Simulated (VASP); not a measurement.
Set up this calculation in VASP 6.6.1, as the native input.

| Property | Result |
| --- | --- |
| Task | single point |
| Functional | PBE |
| Potentials or basis | VASP PAW PBE potentials, release 64 (Hf_pv, O) |
| Cutoff | 520 eV |
| k mesh | 6 × 6 × 8 |
| Occupations | gaussian, width 0.015 eV |
| Spin | no spin polarisation |
| Dipole correction | no |
| Further INCAR settings | ALGO = Normal; EDIFF = 1e-07; NBANDS = 31 |

The structure of HfO2 lies in POSCAR:

```
HfO2
1.0
    4.8135329900      0.0000000000      0.0000000000
    0.0000000000      4.8135329900      0.0000000000
    0.0000000000      0.0000000000      3.2054154100
Hf O
2 4
Direct
    0.5000000000      0.5000000000      0.5000000000
    0.0000000000      0.0000000000      0.0000000000
    0.8050448800      0.1949551200      0.5000000000
    0.6949551200      0.6949551200      0.0000000000
    0.3050448800      0.3050448800      0.0000000000
    0.1949551200      0.8050448800      0.5000000000
```

The input as run:

INCAR

```
SYSTEM = HfO2
  ALGO = Normal
  EDIFF = 1E-7
  ENCUT = 520
  GGA = PE
  ISIF = 2
  ISMEAR = 0
  LASPH = .True.
  LCHARG = .False.
  LREAL = .False.
  LWAVE = .False.
  NBANDS = 31
  NELM = 100
  PREC = Accurate
  SIGMA = 0.015
```

KPOINTS

```
k-points
0
Gamma
  6 6 8
  0 0 0
```

Potentials or basis: VASP PAW PBE potentials, release 64 (Hf_pv, O).

Launch:

```bash
$ cat potpaw_PBE.64/Hf_pv/POTCAR potpaw_PBE.64/O/POTCAR > POTCAR
$ mpirun -np 1 vasp_std > vasp.out
```

It gave:

| Property | Result |
| --- | --- |
| Pressure | 5.6 GPa |
| Largest force | 0.029 eV/Å |
| Band gap on the k mesh | 3.98 eV, direct |

Caveat: spin-orbit coupling is left out, which moves the levels of the heavy elements.

Wall time 32 s on 1 thread of Intel(R) Xeon(R) 6975P-C (Granite Rapids), on a shared host, peak memory 0.23 GiB.
